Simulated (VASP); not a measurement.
Here is a VASP 6.6.1 calculation.

POSCAR

```
GaN
1.0
    3.1900000000      0.0000000000      0.0000000000
   -1.5950000000      2.7626210381      0.0000000000
    0.0000000000      0.0000000000      5.1860000000
Ga N
2 2
Direct
    0.3333333333      0.6666666667      0.0000000000
    0.6666666667      0.3333333333      0.5000000000
    0.3333333333      0.6666666667      0.3789000000
    0.6666666667      0.3333333333      0.8789000000
```

The input INCAR.step1:

```
ALGO     = Normal         # electronic algorithm
EDIFF    = 1E-8           # SCF threshold, eV
ENCUT    = 500            # plane-wave cutoff, eV
GGA      = PE             # functional
ISMEAR   = 0              # smearing method
LASPH    = T              # aspherical terms in the spheres
LCHARG   = F              # write CHGCAR
LREAL    = F              # projectors in reciprocal space
LWAVE    = T              # write WAVECAR
NELM     = 80             # most SCF steps
PREC     = Accurate       # precision mode
SIGMA    = 0.01           # smearing width, eV
```

Contents of INCAR.step2:

```
ALGO     = Exact          # electronic algorithm
EDIFF    = 1E-8           # SCF threshold, eV
ENCUT    = 500            # plane-wave cutoff, eV
GGA      = PE             # functional
ISMEAR   = 0              # smearing method
ISTART   = 1            
LASPH    = T              # aspherical terms in the spheres
LCHARG   = F              # write CHGCAR
LOPTICS  = T              # frequency-dependent dielectric function
LREAL    = F              # projectors in reciprocal space
LWAVE    = T              # write WAVECAR
NBANDS   = 460            # bands
NELM     = 1              # most SCF steps
PREC     = Accurate       # precision mode
SIGMA    = 0.01           # smearing width, eV
```

File INCAR.step3:

```
ALGO     = EVGW0          # electronic algorithm
EDIFF    = 1E-8           # SCF threshold, eV
ENCUT    = 500            # plane-wave cutoff, eV
ENCUTGW  = 180.0          # cutoff of the response function
GGA      = PE             # functional
ISMEAR   = 0              # smearing method
ISTART   = 1            
LASPH    = T              # aspherical terms in the spheres
LCHARG   = F              # write CHGCAR
LREAL    = F              # projectors in reciprocal space
LWAVE    = F              # write WAVECAR
NBANDS   = 460            # bands
NBANDSGW = 26           
NELMGW   = 1            
NOMEGA   = 48             # frequency points
PREC     = Accurate       # precision mode
PRECFOCK = Fast         
SIGMA    = 0.01           # smearing width, eV
```

The input KPOINTS:

```
k-points
0
Gamma
  2 2 2
```

Potentials or basis: VASP PAW PBE potentials, release 64 (Ga_d_GW, N_GW).

Run with:

```sh
$ cat potpaw_PBE.64/Ga_d_GW/POTCAR potpaw_PBE.64/N_GW/POTCAR > POTCAR
$ cp INCAR.step1 INCAR
$ mpirun -np 1 vasp_std > vasp.out
$ cp INCAR.step2 INCAR
$ mpirun -np 1 vasp_std > vasp.out
$ cp INCAR.step3 INCAR
$ mpirun -np 1 vasp_std > vasp.out
```

Q: Predict the quasiparticle gap.

A: 2.80 eV.

Q: Estimate the least direct quasiparticle gap.

A: 2.80 eV.

Q: Predict the band gap on the k mesh, mean-field level.

A: 1.81 eV, direct.

Caveat: the k points lie up to 1.14 Å⁻¹ apart; bands, screening cutoff and mesh are small and nothing is extrapolated, so the quasiparticle values aren't converged.
